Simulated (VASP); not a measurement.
# WC (F-43m) in VASP: notebook

Aim: see how the results for WC move with the level of theory and the settings. Levels: PBEsol-based global hybrid with 25 % exact exchange, PBEsol-based screened hybrid with 25 % exact exchange. Tasks: single point, relaxation of cell and atoms.

All numbers are computed with VASP 6.6.1; they aren't measurements. Logs are shortened: lines on timing, memory, paths and dates and some standing lists are left out, and cuts for length are marked.

## 1. The cell of the first run

The structure is cubic, space group F-43m (No. 216). Conventional cell: a = 4.636 Å, b = 4.636 Å, c = 4.636 Å, α = 90.00°, β = 90.00°, γ = 90.00°. Within 2.7 Å of W (site symmetry -43m) lie 4 C at 2.01 Å. Within 2.7 Å of C (site symmetry -43m) lie 4 W at 2.01 Å.

## 2. Single point, PBEsol-based global hybrid with 25 % exact exchange

The input, POSCAR:

```
WC
1.0
    0.0000000000      2.3178319623      2.3178319623
    2.3178319623      0.0000000000      2.3178319623
    2.3178319623      2.3178319623      0.0000000000
W C
1 1
Direct
    0.0000000000      0.0000000000      0.0000000000
    0.7500000000      0.7500000000      0.7500000000
```

The input, INCAR.step1:

```
SYSTEM = WC
  PREC = Accurate
  ENCUT = 640
  EDIFF = 1E-5
  ISMEAR = -1
  SIGMA = 0.05
  LREAL = .FALSE.
  LASPH = .TRUE.
  NELM = 300
  ALGO = All
  ISIF = 2
  LWAVE = .TRUE.
  LCHARG = .FALSE.
  GGA = PE
  NBANDS = 16
  GGA_COMPAT = .FALSE.
  ISEARCH = 1
  KPAR = 4
```

The input, INCAR.step2:

```
SYSTEM = WC
  PREC = Accurate
  ENCUT = 640
  EDIFF = 1E-6
  ISMEAR = -1
  SIGMA = 0.05
  LREAL = .FALSE.
  LASPH = .TRUE.
  NELM = 300
  ALGO = All
  ISIF = 2
  LWAVE = .FALSE.
  LCHARG = .FALSE.
  GGA = PS
  LHFCALC = .TRUE.
  AEXX = 0.25
  PRECFOCK = Normal
  ISTART = 1
  NBANDS = 16
  GGA_COMPAT = .FALSE.
  ISEARCH = 1
  KPAR = 4
```

The input, KPOINTS:

```
Automatic mesh
0
G
  5 5 5
  0 0 0
```

Potentials or basis: VASP PAW PBE potentials, release 64 (W_sv, C).

Launch:

```sh
$ cat potpaw_PBE.64/W_sv/POTCAR potpaw_PBE.64/C/POTCAR > POTCAR
$ cp INCAR.step1 INCAR
$ mpirun -np 4 vasp_std > vasp.out
$ cp INCAR.step2 INCAR
$ mpirun -np 4 vasp_std > vasp.out
```

OUTCAR:

```text
SYSTEM = WC
   PREC = Accurate
   ENCUT = 640
   EDIFF = 1E-6
   ISMEAR = -1
   LREAL = .FALSE.
   LASPH = .TRUE.
   NELM = 300
   ISIF = 2
   GGA = PS
   LHFCALC = .TRUE.
   AEXX = 0.25
   PRECFOCK = Normal
   ISTART = 1

 ion  position               nearest neighbor table
   1  0.000  0.000  0.000-   2 2.01   2 2.01   2 2.01   2 2.01
   2  0.750  0.750  0.750-   1 2.01   1 2.01   1 2.01   1 2.01

  LATTYP: Found a face centered cubic cell.
 ALAT       =     4.6356639246

  Lattice vectors:

 A1 = (   0.0000000000,   2.3178319623,   2.3178319623)
 A2 = (   2.3178319623,   0.0000000000,   2.3178319623)
 A3 = (   2.3178319623,   2.3178319623,   0.0000000000)

Analysis of symmetry for initial positions (statically):
=====================================================================
 Subroutine PRICEL returns:
 Original cell was already a primitive cell.

 Routine SETGRP: Setting up the symmetry group for a
 face centered cubic supercell.

 Subroutine GETGRP returns: Found 24 space group operations
 (whereof 24 operations were pure point group operations)
 out of a pool of 48 trial point group operations.

The static configuration has the point symmetry T_d .

Analysis of symmetry for dynamics (positions and initial velocities):
=====================================================================
 Subroutine PRICEL returns:
 Original cell was already a primitive cell.

 Routine SETGRP: Setting up the symmetry group for a
 face centered cubic supercell.

 Subroutine GETGRP returns: Found 24 space group operations
 (whereof 24 operations were pure point group operations)
 out of a pool of 48 trial point group operations.

The dynamic configuration has the point symmetry T_d .

 Subroutine INISYM returns: Found 24 space group operations
 (whereof 24 operations are pure point group operations),
 and found     1 'primitive' translations

----------------------------------------------------------------------------------------

                                     Primitive cell

  volume of cell :      24.9044

  direct lattice vectors                    reciprocal lattice vectors
     0.000000000  2.317831962  2.317831962    -0.215718830  0.215718830  0.215718830
     2.317831962  0.000000000  2.317831962     0.215718830 -0.215718830  0.215718830
     2.317831962  2.317831962  0.000000000     0.215718830  0.215718830 -0.215718830

  length of vectors
     3.277909396  3.277909396  3.277909396     0.373635974  0.373635974  0.373635974

  position of ions in fractional coordinates (direct lattice)
     0.000000000  0.000000000  0.000000000
     0.750000000  0.750000000  0.750000000

  ion indices of the primitive-cell ions
   primitive index   ion index
                 1           1
                 2           2

----------------------------------------------------------------------------------------

 KPOINTS: Automatic mesh

Automatic generation of k-mesh.
 Grid dimensions read from file:
 generate k-points for:    5    5    5

 Generating k-lattice:

  Cartesian coordinates                     Fractional coordinates (reciprocal lattice)
    -0.043143766  0.043143766  0.043143766     0.200000000  0.000000000  0.000000000
     0.043143766 -0.043143766  0.043143766     0.000000000  0.200000000  0.000000000
     0.043143766  0.043143766 -0.043143766     0.000000000  0.000000000  0.200000000

  Length of vectors
     0.074727195  0.074727195  0.074727195

  Shift w.r.t. Gamma in fractional coordinates (k-lattice)
     0.000000000  0.000000000  0.000000000

 Subroutine IBZKPT returns following result:
 ===========================================

 Found     10 irreducible k-points:

 Following reciprocal coordinates:
            Coordinates               Weight
  0.000000  0.000000  0.000000      1.000000
  0.200000  0.000000  0.000000      8.000000
  0.400000  0.000000  0.000000      8.000000
  0.200000  0.200000  0.000000      6.000000
  0.400000  0.200000  0.000000     24.000000
 -0.400000  0.200000  0.000000     24.000000
 -0.200000  0.200000  0.000000     12.000000
  0.400000  0.400000  0.000000      6.000000
 -0.400000  0.400000  0.000000     12.000000
 -0.400000  0.400000  0.200000     24.000000
   k-points           NKPTS =     10   k-points in BZ     NKDIM =    125   number of bands    NBANDS=     16
   number of dos      NEDOS =    301   number of ions     NIONS =      2
   total plane-waves  NPLWV =  21952
   dimension x,y,z NGX =    28 NGY =   28 NGZ =   28
   dimension x,y,z NGXF=    56 NGYF=   56 NGZF=   56
   ions per type =               1   1
   NGX,Y,Z   is equivalent  to a cutoff of  14.20, 14.20, 14.20 a.u.
   NGXF,Y,Z  is equivalent  to a cutoff of  28.40, 28.40, 28.40 a.u.
 SYSTEM =  WC
   PREC   = accura    normal or accurate (medium, high low for compatibility)
   ISTART =      1    job   : 0-new  1-cont  2-samecut
   ICHARG =      0    charge: 1-file 2-atom 10-const
   ISPIN  =      1    spin polarized calculation?
   LNONCOLLINEAR =      F non collinear calculations
   LSORBIT =      F    spin-orbit coupling
   LASPH  =      T    aspherical Exc in radial PAW
   ENCUT  =  640.0 eV  47.04 Ry    6.86 a.u.   6.76  6.76  6.76*2*pi/ulx,y,z
   NELM   =    300;   NELMIN=  2; NELMDL=  0     # of ELM steps
   EDIFF  = 0.1E-05   stopping-criterion for ELM
   LREAL  =      F    real-space projection
   EDIFFG = 0.1E-04   stopping-criterion for IOM
   NSW    =      0    number of steps for IOM
   IBRION =     -1    ionic relax: 0-MD 1-quasi-New 2-CG
   NFREE  =      0    steps in history (QN), initial steepest desc. (CG)
   ISIF   =      2    stress and relaxation
   ISYM   =      3    0-nonsym 1-usesym 2-fastsym
   POTIM  = 0.5000    time-step for ionic-motion
   TEBEG  =    0.0;   TEEND  =   0.0 temperature during run
   PSTRESS=    0.0 pullay stress
   NELECT =      18.0000    total number of electrons
   NUPDOWN=      -1.0000    fix difference up-down
   EMIN   =  10.00;   EMAX   =-10.00  energy-range for DOS
   EFERMI =   0.00;   METHOD = LEGACY
   ISMEAR =    -1;   SIGMA  =   0.05  broadening in eV -4-tet -1-fermi 0-gaus
   EFERMI_NEDOS =   21; number of points for ismear=-14 and -15
   IALGO  =     58    algorithm
   IMIX   =      4    mixing-type and parameters
     AMIX     =   0.40;   BMIX     =  1.00
     AMIX_MAG =   1.60;   BMIX_MAG =  1.00
  volume/ion in A,a.u.               =      12.45        84.03
  Fermi-wavevector in a.u.,A,eV,Ry     =   1.469176  2.776339 29.367863  2.158477
  Thomas-Fermi vector in A             =   2.584585
   LORBIT       =      0    0 simple, 1 ext, 2 COOP (PROOUT), +10 PAW based schemes
   GGA     = PS    functional components
   LHFCALC =     T    Hartree Fock is set to
   PRECFOCK=normal    Normal, Fast or Accurate (Low or Medium for compatibility)
   ENCUT4O =  -1.0   cutoff for four orbital integrals eV
   NKREDX  =     1    reduce k-point grid by
   NKREDY  =     1    reduce k-point grid by
   NKREDZ  =     1    reduce k-point grid by
   AEXX    =    0.2500 exact exchange contribution
   HFSCREEN=    0.0000 screening length (either q_TF or 0.3 A-1)
   HFSCREENC=   0.0000 screening length for correlation (either q_TF or 0.3 A-1)
   ENCUTFOCK=  -1.0 apply spherical cutoff to Coloumb kernel
   IVDW    =     0    specifies the selected vdW correction
   LEPSILON=     F    determine dielectric tensor
   LRPA    =     F    only Hartree local field effects (RPA)
 non-spin polarized calculation
  energy-cutoff  :      640.00
  volume of cell :       24.90
 maximum number of plane-waves:       941
  NGX = 24; NGY = 24; NGZ = 24
   NGX = 13   NGY = 13   NGZ = 13

 number of electron      17.9999998 magnetization

 Free energy of the ion-electron system (eV)
  ---------------------------------------------------
  ext. energy  EPLUGINS =         0.00000000
  ---------------------------------------------------
  free energy    TOTEN  =       -26.93787773 eV

  energy without entropy =      -26.93676318  energy(sigma->0) =      -26.93732045

 E-fermi :   9.0872     XC(G=0):  -9.9630

 val. band max:        9.0887830687   @ k =   0.0000   0.0000   0.0000
 cond. band min:       9.0936475447   @ k =   0.0000   0.0000   0.0000
 fundamental gap:      0.0048644761
 Fermi energy:         9.0871814150

 k-point     1 :       0.0000    0.0000    0.0000
  band No.  band energies     occupation
      1     -70.2099      2.00000
      2     -32.8532      2.00000
      3     -32.8532      2.00000
      4     -32.8531      2.00000
      5      -7.0785      2.00000
      6       1.9582      2.00000
[... 8 lines left out ...]
     15      25.1059      0.00000
     16      25.1060      0.00000

 k-point     2 :       0.2000    0.0000    0.0000
  band No.  band energies     occupation
      1     -70.2020      2.00000
      2     -33.0096      2.00000
      3     -32.8744      2.00000
      4     -32.8744      2.00000
      5      -6.2805      2.00000
      6       1.4879      2.00000
[... 8 lines left out ...]
     15      20.4230      0.00000
     16      25.0966      0.00000

 k-point     3 :       0.4000    0.0000    0.0000
  band No.  band energies     occupation
      1     -70.1892      2.00000
      2     -33.2577      2.00000
      3     -32.9106      2.00000
      4     -32.9105      2.00000
      5      -5.0686      2.00000
      6       1.8401      2.00000
[... 8 lines left out ...]
     15      21.0999      0.00000
     16      27.2214      0.00000

 k-point     4 :       0.2000    0.2000    0.0000
  band No.  band energies     occupation
      1     -70.1993      2.00000
      2     -33.0047      2.00000
      3     -32.9112      2.00000
      4     -32.9112      2.00000
      5      -6.0004      2.00000
      6       0.9533      2.00000
[... 8 lines left out ...]
     15      22.4062      0.00000
     16      23.7629      0.00000

 k-point     5 :       0.4000    0.2000    0.0000
  band No.  band energies     occupation
      1     -70.1882      2.00000
      2     -33.1870      2.00000
      3     -32.9692      2.00000
      4     -32.9514      2.00000
      5      -4.8729      2.00000
      6       0.9482      2.00000
[... 8 lines left out ...]
     15      21.2017      0.00000
     16      25.3788      0.00000

 k-point     6 :      -0.4000    0.2000    0.0000
  band No.  band energies     occupation
      1     -70.1839      2.00000
      2     -33.2437      2.00000
      3     -33.0279      2.00000
      4     -32.9407      2.00000
      5      -4.4956      2.00000
      6       2.0295      2.00000
[... 8 lines left out ...]
     15      22.5571      0.00000
     16      25.2232      0.00000

 k-point     7 :      -0.2000    0.2000    0.0000
  band No.  band energies     occupation
      1     -70.1925      2.00000
      2     -33.1277      2.00000
      3     -32.9790      2.00000
      4     -32.8928      2.00000
      5      -5.2960      2.00000
      6       1.4024      2.00000
[... 8 lines left out ...]
     15      20.0623      0.00000
     16      23.3059      0.00000

 k-point     8 :       0.4000    0.4000    0.0000
  band No.  band energies     occupation
      1     -70.1823      2.00000
      2     -33.2440      2.00000
      3     -33.0072      2.00000
      4     -33.0071      2.00000
      5      -4.3085      2.00000
      6       0.1030      2.00000
[... 8 lines left out ...]
     15      23.9383      0.00000
     16      26.0423      0.00000

 k-point     9 :      -0.4000    0.4000    0.0000
  band No.  band energies     occupation
      1     -70.1797      2.00000
      2     -33.2370      2.00000
      3     -33.0861      2.00000
      4     -32.9999      2.00000
      5      -4.0659      2.00000
      6       0.7248      2.00000
[... 8 lines left out ...]
     15      23.4474      0.00000
     16      24.1735      0.00000

 k-point    10 :      -0.4000    0.4000    0.2000
  band No.  band energies     occupation
      1     -70.1813      2.00000
      2     -33.2000      2.00000
      3     -33.0887      2.00000
      4     -32.9921      2.00000
      5      -4.1881      2.00000
      6       1.4484      2.00000
[... 8 lines left out ...]
     15      21.9299      0.00000
     16      24.5680      0.00000

------------------------ aborting loop because EDIFF is reached ----------------------------------------

  FORCE on cell =-STRESS in cart. coord.  units (eV):
  Direction    XX          YY          ZZ          XY          YZ          ZX
  --------------------------------------------------------------------------------------
  -------------------------------------------------------------------------------------
  Total        0.0108694      0.0108694      0.0108694      0.0000000      0.0000000     -0.0000000
  in kB        0.6992624      0.6992624      0.6992624      0.0000000      0.0000000     -0.0000000
  external PRESSURE =       0.6992624 kB  Pullay stress =       0.0000000 kB

 VOLUME and BASIS-vectors are now :
 -----------------------------------------------------------------------------
  energy-cutoff  :      640.00
  volume of cell :       24.90
      direct lattice vectors                 reciprocal lattice vectors
     0.000000000  2.317831962  2.317831962    -0.215718830  0.215718830  0.215718830
     2.317831962  0.000000000  2.317831962     0.215718830 -0.215718830  0.215718830
     2.317831962  2.317831962  0.000000000     0.215718830  0.215718830 -0.215718830

 POSITION                                       TOTAL-FORCE (eV/Angst)
 -----------------------------------------------------------------------------------
      0.00000      0.00000      0.00000         0.000000      0.000000     -0.000000
      3.47675      3.47675      3.47675        -0.000000     -0.000000      0.000000
 -----------------------------------------------------------------------------------
    total drift:                                0.000047      0.000000      0.000010

  FREE ENERGIE OF THE ION-ELECTRON SYSTEM (eV)
  ---------------------------------------------------
  free  energy   TOTEN  =       -26.9378777284 eV

  energy  without entropy=      -26.9367631797  energy(sigma->0) =      -26.93732045
```

Run time: 17 min. Hardware: 4 MPI ranks of Intel Xeon Platinum 8375C at 2.90GHz (Ice Lake), shared host; peak memory 0.18 GiB.

What came out:

```yaml
Free_energy: -26.9379 eV
Pressure: 0.1 GPa
Band_gap_on_the_k_mesh: zero (bands 9 and 10 overlap by 1.64 eV)
```

Caveat: the k points lie up to 0.47 Å⁻¹ apart, too coarse for converged energies and pressures of a metal; the PAW data sets were made with another functional, which shifts forces and pressure a little; spin-orbit coupling is left out, which moves the levels of the heavy elements.

## 3. Relaxation of cell and atoms, PBEsol-based screened hybrid with 25 % exact exchange

This run uses another cell than the first one, of 12.20 Å³/atom.

The input, POSCAR:

```
WC
1.0
    0.0000000000      2.3021091000      2.3021091000
    2.3021091000      0.0000000000      2.3021091000
    2.3021091000      2.3021091000      0.0000000000
W C
1 1
Direct
    0.0000000000      0.0000000000      0.0000000000
    0.7500000000      0.7500000000      0.7500000000
```

The input, INCAR.step1:

```
SYSTEM = WC
ALGO     = Normal         ! electronic algorithm
EDIFF    = 1E-5           ! SCF threshold, eV
EDIFFG   = -0.005         ! ionic threshold
ENCUT    = 800            ! plane-wave cutoff, eV
GGA      = PE             ! functional
GGA_COMPAT= .FALSE.      
IBRION   = 2              ! ionic algorithm
ISIF     = 3              ! what is computed and relaxed
ISMEAR   = -1             ! smearing method
KPAR     = 8            
LASPH    = .TRUE.         ! aspherical terms in the spheres
LCHARG   = .FALSE.        ! write CHGCAR
LREAL    = .FALSE.        ! projectors in reciprocal space
LWAVE    = .TRUE.         ! write WAVECAR
NBANDS   = 16             ! bands
NELM     = 120            ! most SCF steps
NELMIN   = 4            
NSW      = 100            ! ionic steps
PREC     = Accurate       ! precision mode
SIGMA    = 0.05           ! smearing width, eV
```

The input, INCAR.step2:

```
SYSTEM = WC
AEXX     = 0.25           ! exact-exchange fraction
ALGO     = Normal         ! electronic algorithm
EDIFF    = 1E-7           ! SCF threshold, eV
EDIFFG   = -0.01          ! ionic threshold
ENCUT    = 800            ! plane-wave cutoff, eV
GGA      = PS             ! functional
GGA_COMPAT= .FALSE.      
HFSCREEN = 0.207          ! screening, 1/A
IBRION   = 2              ! ionic algorithm
ISIF     = 3              ! what is computed and relaxed
ISMEAR   = -1             ! smearing method
ISTART   = 1            
KPAR     = 8            
LASPH    = .TRUE.         ! aspherical terms in the spheres
LCHARG   = .FALSE.        ! write CHGCAR
LHFCALC  = .TRUE.         ! exact exchange
LREAL    = .FALSE.        ! projectors in reciprocal space
LWAVE    = .FALSE.        ! write WAVECAR
NELM     = 120            ! most SCF steps
NELMIN   = 4            
NSW      = 60             ! ionic steps
PREC     = Accurate       ! precision mode
PRECFOCK = Normal       
SIGMA    = 0.05           ! smearing width, eV
```

The input, KPOINTS:

```
k-points
0
G
  5 5 5
  0 0 0
```

Potentials or basis: VASP PAW PBE potentials, release 64 (W_sv, C).

Launch:

```sh
$ cat potpaw_PBE.64/W_sv/POTCAR potpaw_PBE.64/C/POTCAR > POTCAR
$ cp INCAR.step1 INCAR
$ mpirun -np 8 vasp_std > vasp.out
$ cp INCAR.step2 INCAR
$ mpirun -np 8 vasp_std > vasp.out
```

It took 24 min on 8 MPI ranks of AMD EPYC 7R13 (Zen 3), shared host; peak memory 0.26 GiB.

It converged, with:

```
Free energy                           : -25.1980 eV
Relaxed volume                        : 12.48 Å³/atom
Relaxed cell                          : a = 3.281 Å, b = 3.281 Å, c = 3.281 Å, α = 60.00°, β = 60.00°, γ = 60.00°
Space group after relaxing (to 0.1 Å) : F-43m (No. 216)
Energy gained by relaxing             : 6.2 meV/atom
Ionic steps                           : 4
Pressure after relaxing               : 0.0 GPa
Band gap on the k mesh                : zero (bands 9 and 10 overlap by 0.97 eV)
```

Step by step:
```
step  energy change (eV)  largest force (eV/Å)  pressure (GPa)  volume (Å³)
   1              0.0000                0.0000            7.19        24.40
   2              0.0565                0.0000          -14.85        26.38
   3             -0.0125                0.0000           -0.14        24.98
   4             -0.0125                0.0000           -0.02        24.97
```

Final structure:
```xyz
2
Lattice="0.0000 2.3197 2.3197 2.3197 0.0000 2.3197 2.3197 2.3197 0.0000" Properties=species:S:1:pos:R:3 pbc="T T T"
W     0.0000    0.0000    0.0000
C     3.4796    3.4796    3.4796
```

Levels at points of the mesh, in eV from the Fermi level:
| k point | band 7 | band 8 | band 9 | band 10 | band 11 | band 12 |
| --- | --- | --- | --- | --- | --- | --- |
| (0.00, 0.00, 0.00) | -6.77 | -6.77 | -0.01 | -0.01 | 3.32 | 8.65 |

Caveat: the k points lie up to 0.47 Å⁻¹ apart in the final cell, too coarse for converged energies and pressures of a metal; the PAW data sets were made with another functional, which shifts forces and pressure a little; spin-orbit coupling is left out, which moves the levels of the heavy elements.

The gap in the log of VASP goes by the Fermi energy; the results here count the filled bands.